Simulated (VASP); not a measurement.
# Cr (P6/mmm) in VASP: further runs, part 3 of 3

VASP 6.6.1. The steps go on from the part before.

**5. Relaxation of cell and atoms, BLYP**

This run uses another cell than the first one, of 11.99 Å³/atom.

Contents of INCAR:

```
SYSTEM = Cr
  AGGAC = 1.0
  AGGAX = 1.0
  ALDAC = 0.0
  ALDAX = 1.0
  ALGO = Normal
  EDIFF = 1E-6
  EDIFFG = -0.01
  ENCUT = 600
  GGA = B5
  IBRION = 2
  ISIF = 3
  ISMEAR = -1
  LASPH = .TRUE.
  LCHARG = .FALSE.
  LREAL = .FALSE.
  LWAVE = .FALSE.
  NELM = 100
  NSW = 80
  PREC = Accurate
  SIGMA = 0.1
```

Contents of KPOINTS:

```
k-points
0
G
  9 9 13
  0 0 0
```

Contents of POSCAR:

```
Cr
1.0
    4.0770582338      0.0000000000      0.0000000000
   -2.0385291169      3.5308360031      0.0000000000
    0.0000000000      0.0000000000      2.4992366973
Cr
3
Direct
    0.0000000000      0.0000000000      0.0000000000
    0.3333333333      0.6666666667      0.5000000000
    0.6666666667      0.3333333333      0.5000000000
```

Potentials or basis: VASP PAW PBE potentials, release 64 (Cr_pv).

On the command line:

```bash
> cat potpaw_PBE.64/Cr_pv/POTCAR > POTCAR
> mpirun -np 1 vasp_std > vasp.out
```

OUTCAR:

```text
SYSTEM = Cr
   EDIFF = 1E-6
   EDIFFG = -0.01
   ENCUT = 600
   GGA = B5
   IBRION = 2
   ISIF = 3
   ISMEAR = -1
   LASPH = .TRUE.
   LREAL = .FALSE.
   NELM = 100
   NSW = 80
   PREC = Accurate

 ion  position               nearest neighbor table
   1  0.000  0.000  0.000-   2 2.67   3 2.67   2 2.67   3 2.67   2 2.67   2 2.67   3 2.67   3 2.67
                             3 2.67   3 2.67   2 2.67   2 2.67
   2  0.333  0.667  0.500-   3 2.35   3 2.35   3 2.35   1 2.67   1 2.67   1 2.67   1 2.67   1 2.67
                             1 2.67
   3  0.667  0.333  0.500-   2 2.35   2 2.35   2 2.35   1 2.67   1 2.67   1 2.67   1 2.67   1 2.67
                             1 2.67

  LATTYP: Found a hexagonal cell.
 ALAT       =     4.0770582338
 C/A-ratio  =     0.6130000000

  Lattice vectors:

 A1 = (   4.0770582338,   0.0000000000,   0.0000000000)
 A2 = (  -2.0385291169,   3.5308360031,   0.0000000000)
 A3 = (   0.0000000000,   0.0000000000,   2.4992366973)

Analysis of symmetry for initial positions (statically):
=====================================================================
 Subroutine PRICEL returns:
 Original cell was already a primitive cell.

 Routine SETGRP: Setting up the symmetry group for a
 hexagonal supercell.

 Subroutine GETGRP returns: Found 24 space group operations
 (whereof 24 operations were pure point group operations)
 out of a pool of 24 trial point group operations.

The static configuration has the point symmetry D_6h.

Analysis of symmetry for dynamics (positions and initial velocities):
=====================================================================
 Subroutine PRICEL returns:
 Original cell was already a primitive cell.

 Routine SETGRP: Setting up the symmetry group for a
 hexagonal supercell.

 Subroutine GETGRP returns: Found 24 space group operations
 (whereof 24 operations were pure point group operations)
 out of a pool of 24 trial point group operations.

The dynamic configuration has the point symmetry D_6h.

 Subroutine INISYM returns: Found 24 space group operations
 (whereof 24 operations are pure point group operations),
 and found     1 'primitive' translations

----------------------------------------------------------------------------------------

                                     Primitive cell

  volume of cell :      35.9776

  direct lattice vectors                    reciprocal lattice vectors
     4.077058234  0.000000000  0.000000000     0.245274888  0.141609522  0.000000000
    -2.038529117  3.530836003  0.000000000     0.000000000  0.283219045  0.000000000
     0.000000000  0.000000000  2.499236697     0.000000000  0.000000000  0.400122166

  length of vectors
     4.077058234  4.077058234  2.499236697     0.283219045  0.283219045  0.400122166

  position of ions in fractional coordinates (direct lattice)
     0.000000000  0.000000000  0.000000000
     0.333333333  0.666666667  0.500000000
     0.666666667  0.333333333  0.500000000

  ion indices of the primitive-cell ions
   primitive index   ion index
                 1           1
                 2           2
                 3           3

----------------------------------------------------------------------------------------
[... 29 lines left out ...]
  0.222222 -0.000000  0.000000      6.000000
  0.333333  0.000000  0.000000      6.000000
  0.444444 -0.000000  0.000000      6.000000
  0.111111  0.111111  0.000000      6.000000
[... 16 lines left out ...]
  0.333333  0.222222  0.076923     24.000000
  0.333333  0.333333  0.076923      4.000000
 [... further k-points ...]
   k-points           NKPTS =     84   k-points in BZ     NKDIM =     84   number of bands    NBANDS=     22
   number of dos      NEDOS =    301   number of ions     NIONS =      3
   total plane-waves  NPLWV =  25920
   dimension x,y,z NGX =    36 NGY =   36 NGZ =   20
   dimension x,y,z NGXF=    72 NGYF=   72 NGZF=   40
   ions per type =               3
   NGX,Y,Z   is equivalent  to a cutoff of  14.68, 14.68, 13.30 a.u.
   NGXF,Y,Z  is equivalent  to a cutoff of  29.36, 29.36, 26.61 a.u.
 SYSTEM =  Cr
   PREC   = accura    normal or accurate (medium, high low for compatibility)
   ISTART =      0    job   : 0-new  1-cont  2-samecut
   ICHARG =      2    charge: 1-file 2-atom 10-const
   ISPIN  =      1    spin polarized calculation?
   LNONCOLLINEAR =      F non collinear calculations
   LSORBIT =      F    spin-orbit coupling
   LASPH  =      T    aspherical Exc in radial PAW
   ENCUT  =  600.0 eV  44.10 Ry    6.64 a.u.   8.14  8.14  4.99*2*pi/ulx,y,z
   NELM   =    100;   NELMIN=  2; NELMDL= -5     # of ELM steps
   EDIFF  = 0.1E-05   stopping-criterion for ELM
   LREAL  =      F    real-space projection
   EDIFFG = -.1E-01   stopping-criterion for IOM
   NSW    =     80    number of steps for IOM
   IBRION =      2    ionic relax: 0-MD 1-quasi-New 2-CG
   NFREE  =      1    steps in history (QN), initial steepest desc. (CG)
   ISIF   =      3    stress and relaxation
   ISYM   =      2    0-nonsym 1-usesym 2-fastsym
   POTIM  = 0.5000    time-step for ionic-motion
   TEBEG  =    0.0;   TEEND  =   0.0 temperature during run
   PSTRESS=    0.0 pullay stress
   NELECT =      36.0000    total number of electrons
   NUPDOWN=      -1.0000    fix difference up-down
   EMIN   =  10.00;   EMAX   =-10.00  energy-range for DOS
   EFERMI =   0.00;   METHOD = LEGACY
   ISMEAR =    -1;   SIGMA  =   0.10  broadening in eV -4-tet -1-fermi 0-gaus
   EFERMI_NEDOS =   21; number of points for ismear=-14 and -15
   IALGO  =     38    algorithm
   IMIX   =      4    mixing-type and parameters
     AMIX     =   0.40;   BMIX     =  1.00
     AMIX_MAG =   1.60;   BMIX_MAG =  1.00
  volume/ion in A,a.u.               =      11.99        80.93
  Fermi-wavevector in a.u.,A,eV,Ry     =   1.637439  3.094310 36.480015  2.681205
  Thomas-Fermi vector in A             =   2.728578
   LORBIT       =      0    0 simple, 1 ext, 2 COOP (PROOUT), +10 PAW based schemes
   GGA     = B5    functional components
   LHFCALC =     F    Hartree Fock is set to
   AEXX    =    0.0000 exact exchange contribution
   IVDW    =     0    specifies the selected vdW correction
   LEPSILON=     F    determine dielectric tensor
   LRPA    =     F    only Hartree local field effects (RPA)
 conjugate gradient relaxation of ions
 non-spin polarized calculation
  energy-cutoff  :      600.00
  volume of cell :       35.98
 maximum number of plane-waves:      1222
 NGX is ok and might be reduce to    36
   NGX = 17   NGY = 17   NGZ =  9

--------------------------------------- Ionic step        1  -------------------------------------------

 number of electron      36.0000009 magnetization

 Free energy of the ion-electron system (eV)
  ---------------------------------------------------
  ext. energy  EPLUGINS =         0.00000000
  ---------------------------------------------------
  free energy    TOTEN  =       -23.79162909 eV

  energy without entropy =      -23.57657492  energy(sigma->0) =      -23.68410200

------------------------ aborting loop because EDIFF is reached ----------------------------------------

  FORCE on cell =-STRESS in cart. coord.  units (eV):
  Direction    XX          YY          ZZ          XY          YZ          ZX
  --------------------------------------------------------------------------------------
  -------------------------------------------------------------------------------------
  Total        3.2691278      3.2691278     -2.5880137      0.0000000      0.0000000     -0.0000000
  in kB      145.5829903    145.5829903   -115.2511594      0.0000000      0.0000000     -0.0000000
  external PRESSURE =      58.6382738 kB  Pullay stress =       0.0000000 kB
[... 61 lines left out ...]
--------------------------------------- Ionic step        3  -------------------------------------------

 number of electron      35.9999997 magnetization

 E-fermi :   9.9827     XC(G=0): -12.5011

 val. band max:        9.9799994577   @ k =   0.1111   0.1111   0.4615
 cond. band min:       9.9857696313   @ k =   0.3333   0.1111   0.0000
 fundamental gap:      0.0057701736
 Fermi energy:         9.9826797044

 k-point     1 :       0.0000    0.0000    0.0000
  band No.  band energies     occupation
      1     -32.9629      2.00000
      2     -32.9629      2.00000
      3     -32.9358      2.00000
      4     -32.9358      2.00000
      5     -32.5274      2.00000
      6     -32.4970      2.00000
[... 775 lines left out ...]
--------------------------------------- Ionic step        8  -------------------------------------------

 number of electron      36.0000016 magnetization

 Free energy of the ion-electron system (eV)
  ---------------------------------------------------
  ext. energy  EPLUGINS =         0.00000000
  ---------------------------------------------------
  free energy    TOTEN  =       -24.13050185 eV

  energy without entropy =      -23.97522424  energy(sigma->0) =      -24.05286304

 E-fermi :  10.5673     XC(G=0): -12.7306

 val. band max:       10.5656557934   @ k =   0.2222  -0.0000   0.4615
 cond. band min:      10.5681684289   @ k =   0.1111   0.1111   0.1538
 fundamental gap:      0.0025126355
 Fermi energy:        10.5673308364

 k-point     1 :       0.0000    0.0000    0.0000
  band No.  band energies     occupation
      1     -32.4134      2.00000
      2     -32.4134      2.00000
      3     -32.4121      2.00000
      4     -32.4121      2.00000
      5     -31.9199      2.00000
      6     -31.9199      2.00000
[... 621 lines left out ...]
  FREE ENERGIE OF THE ION-ELECTRON SYSTEM (eV)
  ---------------------------------------------------
  free  energy   TOTEN  =       -24.1305018490 eV

  energy  without entropy=      -23.9752242352  energy(sigma->0) =      -24.05286304

 reached required accuracy - stopping structural energy minimisation
```

Wall time 11 min (1 thread of Intel Xeon 8259CL, shared host); peak memory 0.21 GiB.

What came out:

* Free energy: -24.1305 eV
* Relaxed volume: 12.25 Å³/atom
* Relaxed cell: a = 4.290 Å, b = 4.290 Å, c = 2.306 Å, α = 90.00°, β = 90.00°, γ = 120.00°
* Space group after relaxing (to 0.1 Å): P6/mmm (No. 191)
* Energy gained by relaxing: 113.0 meV/atom
* Ionic steps: 8
* Pressure after relaxing: 0.0 GPa
* Band gap on the k mesh: zero (bands 18 and 19 overlap by 0.80 eV)

The path:
| step | energy change (eV) | largest force (eV/Å) | pressure (GPa) | volume (Å³) |
| --- | --- | --- | --- | --- |
| 1 | 0.0000 | 0.0000 | 5.86 | 35.98 |
| 2 | -0.2686 | 0.0000 | -7.81 | 38.20 |
| 3 | -0.2710 | 0.0000 | -8.57 | 38.35 |
| 4 | -0.2255 | 0.0000 | 7.58 | 35.82 |
| 5 | -0.3335 | 0.0000 | -2.65 | 37.23 |
| 6 | -0.3335 | 0.0000 | -2.35 | 37.20 |
| 7 | -0.3370 | 0.0000 | 1.38 | 36.50 |
| 8 | -0.3389 | 0.0000 | -0.02 | 36.76 |

Final structure:
```
CELL_PARAMETERS angstrom
4.29004 0.00000 0.00000
-2.14502 3.71528 0.00000
0.00000 0.00000 2.30627
ATOMIC_POSITIONS crystal
Cr 0.00000 0.00000 0.00000
Cr 0.33333 0.66667 0.50000
Cr 0.66667 0.33333 0.50000
```

Caveat: the PAW data sets were made with another functional, which shifts forces and pressure a little; the run has no spin polarisation, though such a crystal can be magnetic. Spin polarisation is off, so any magnetic state and its effect on volume and gap are missing.

**6. Single point, BLYP**

This run uses another cell than the first one, of 12.26 Å³/atom.

Contents of INCAR:

```
  PREC = Accurate
  ENCUT = 520
  EDIFF = 1E-7
  ISMEAR = -1
  SIGMA = 0.1
  LREAL = False
  LASPH = True
  NELM = 80
  ALGO = Normal
  ISIF = 2
  LWAVE = False
  LCHARG = False
  GGA = B5
  ALDAX = 1.0
  AGGAX = 1.0
  AGGAC = 1.0
  ALDAC = 0.0
  NBANDS = 25
```

Contents of KPOINTS:

```
Automatic mesh
0
Gamma
  9 9 13
```

Contents of POSCAR:

```
Cr
1.0
    4.2904483591      0.0000000000      0.0000000000
   -2.1452241795      3.7156372726      0.0000000000
    0.0000000000      0.0000000000      2.3063993473
Cr
3
Direct
    1.0000000000      0.0000000000      0.0000000000
    0.3333333333      0.6666666667      0.5000000000
    0.6666666667      0.3333333333      0.5000000000
```

Potentials or basis: VASP PAW PBE potentials, release 64 (Cr_pv).

On the command line:

```bash
> cat potpaw_PBE.64/Cr_pv/POTCAR > POTCAR
> mpirun -np 1 vasp_std > vasp.out
```

Run time: 50 s. Hardware: 1 thread of Intel Xeon 6975P-C (Granite Rapids), shared host; peak memory 0.18 GiB.

The run converged. Its results:

```yaml
Free_energy: -24.1295 eV
Pressure: -0.1 GPa
Band_gap_on_the_k_mesh: zero (bands 18 and 19 overlap by 0.80 eV)
```

Levels at points of the mesh, in eV from the Fermi level:
| k point | band 14 | band 15 | band 16 | band 17 | band 18 | band 19 | band 20 | band 21 | band 22 | band 23 |
| --- | --- | --- | --- | --- | --- | --- | --- | --- | --- | --- |
| (0.00, 0.00, 0.00) | -1.99 | -1.92 | -1.92 | -1.84 | -0.35 | -0.35 | 1.28 | 1.28 | 1.34 | 1.34 |

Caveat: the PAW data sets were made with another functional, which shifts forces and pressure a little; the run has no spin polarisation, though such a crystal can be magnetic. Spin polarisation is off, so any magnetic state and its effect on volume and gap are missing.
